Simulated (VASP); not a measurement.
**Ru: relaxation of cell and atoms with PBE**

Crystal: Ru.

```
Ru
1.0
     1.63987    0.94678    3.04094
    -1.63987    0.94678    3.04094
     0.00000   -1.89356    3.04094
Ru
2
Direct
  0.22754 0.22754 0.22754
  0.77246 0.77246 0.77246
```

```yaml
Program: VASP 6.6.1
Task: relaxation of cell and atoms
Functional: PBE
Potentials_or_basis: VASP PAW PBE potentials, release 64 (Ru_pv)
Cutoff: 600 eV
k_mesh: 6 × 6 × 6
Occupations: gaussian, width 0.1 eV
Spin: no spin polarisation
Dipole_correction: no
Further_INCAR_settings: ALGO = Fast; EDIFF = 1e-07; IBRION = 2; EDIFFG = -0.04; NSW = 90; ISIF = 3
```

* Relaxed volume: 15.92 Å³/atom
* Relaxed cell: a = 3.440 Å, b = 3.440 Å, c = 3.440 Å, α = 64.85°, β = 64.85°, γ = 64.85°
* Space group after relaxing (to 0.1 Å): R-3m (No. 166)
* Pressure after relaxing: 0.3 GPa
* Largest force after relaxing: 0.011 eV/Å
* Band gap on the k mesh: zero (bands 14 and 15 overlap by 2.21 eV)

Forces in eV/Å, atoms in the order of the input:
```
Ru   0.000  0.000 -0.011
Ru   0.000  0.000  0.011
```

Stress tensor (GPa, compression positive):
```
0.29 0.00 0.00
0.00 0.29 0.00
0.00 0.00 0.38
```

Final structure:
```
Ru
1.0
     1.84451    1.06493    2.70158
    -1.84451    1.06493    2.70158
     0.00000   -2.12986    2.70158
Ru
2
Direct
  0.23879 0.23879 0.23879
  0.76121 0.76121 0.76121
```

Levels at points of the mesh, in eV from the Fermi level:
```
           k point  band 12  band 13  band 14  band 15  band 16  band 17
(0.00, 0.00, 0.00)    -3.92     0.95     1.43     1.43     3.29     3.29
(0.50, 0.00, 0.00)    -1.97    -1.91    -1.56    -0.77    -0.34     0.95
(0.50, 0.50, 0.00)    -0.87    -0.74    -0.37    -0.18     1.45     3.20
(0.50, 0.50, 0.50)    -2.51    -1.36    -1.36    -0.30    -0.30     1.57
```

Run time: 15 min on 1 thread of Intel Xeon 8259CL, with other jobs on the host, peak memory 0.19 GiB.

Caveat: the k points lie up to 0.35 Å⁻¹ apart in the final cell, too coarse for converged energies and pressures of a metal.
